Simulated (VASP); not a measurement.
Runs of VASP 6.6.1 on Mo. The structure is that of space group P6/mmm (No. 191), or close to it. The cells are those of the table. 

| cell | gap on the mesh (eV) | pressure (GPa) |
| --- | --- | --- |
| a = 2.807, b = 2.807, c = 2.622 Å, angles 90.0, 90.0, 120.0°, 1 atom | none | -17.9 |
| a = 2.772, b = 2.772, c = 2.589 Å, angles 90.0, 90.0, 120.0°, 1 atom | none | -11.8 |
| a = 2.661, b = 2.661, c = 2.485 Å, angles 90.0, 90.0, 120.0°, 1 atom | none | (b) |
| a = 2.736, b = 2.736, c = 2.555 Å, angles 90.0, 90.0, 120.0°, 1 atom | none | -4.2 |
| a = 2.699, b = 2.699, c = 2.521 Å, angles 90.0, 90.0, 120.0°, 1 atom | none | (a) |

Alike in all rows: task single point; level PBEsol; potentials or basis VASP PAW PBE potentials, release 64 (Mo_sv); no spin polarisation; k mesh 12 × 12 × 11; cutoff (eV) 520; smearing methfessel-paxton 0.05 eV.

Task: Estimate the missing entries.

Result: (a) 5.1; (b) 16.5.

Caveats: the PAW data sets were made with another functional, which shifts forces and pressure a little.

A k mesh can miss the band edges, and the runs leave out spin-orbit coupling on Mo.

A gap of «none» marks levels without a gap at the run's occupations.
